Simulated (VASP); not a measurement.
**BiTe: single point with PBE0**

The system is BiTe.

```xyz
2
Lattice="0.0000 3.1913 3.1913 3.1913 0.0000 3.1913 3.1913 3.1913 0.0000" Properties=species:S:1:pos:R:3 pbc="T T T"
Bi    0.0000    0.0000    0.0000
Te    3.1913    3.1913    3.1913
```

* Program: VASP 6.6.1
* Task: single point
* Functional: PBE0
* Potentials or basis: VASP PAW PBE potentials, release 64 (Bi_d, Te)
* Cutoff: 520 eV
* k mesh: 4 × 4 × 4
* Occupations: fermi-dirac, width 0.05 eV
* Spin: no spin polarisation
* Dipole correction: no
* Grid for exact exchange (PRECFOCK): Normal
* Further INCAR settings: ALGO = Normal; EDIFF = 1e-06; NBANDS = 18

```yaml
Pressure: 0.4 GPa
```

Levels at points of the mesh, in eV from the Fermi level:
```csv
k point,band 8,band 9,band 10,band 11,band 12,band 13
"(0.00, 0.00, 0.00)",-3.73,-3.73,-3.73,2.81,2.81,2.81
"(0.50, 0.00, 0.00)",-2.95,-2.95,-2.33,-1.32,-1.26,-1.26
"(0.50, 0.50, 0.00)",-7.43,-5.49,-5.49,2.45,4.48,4.48
```

It took 22 min on 1 thread of Intel(R) Xeon(R) Platinum 8259CL CPU @ 2.50GHz (Skylake/Cascade Lake), on a shared host, peak memory 0.22 GiB.

Caveat: the k points lie up to 0.43 Å⁻¹ apart; the PAW data sets were made with another functional, which shifts forces and pressure a little; spin-orbit coupling is left out, which moves the levels of the heavy elements.
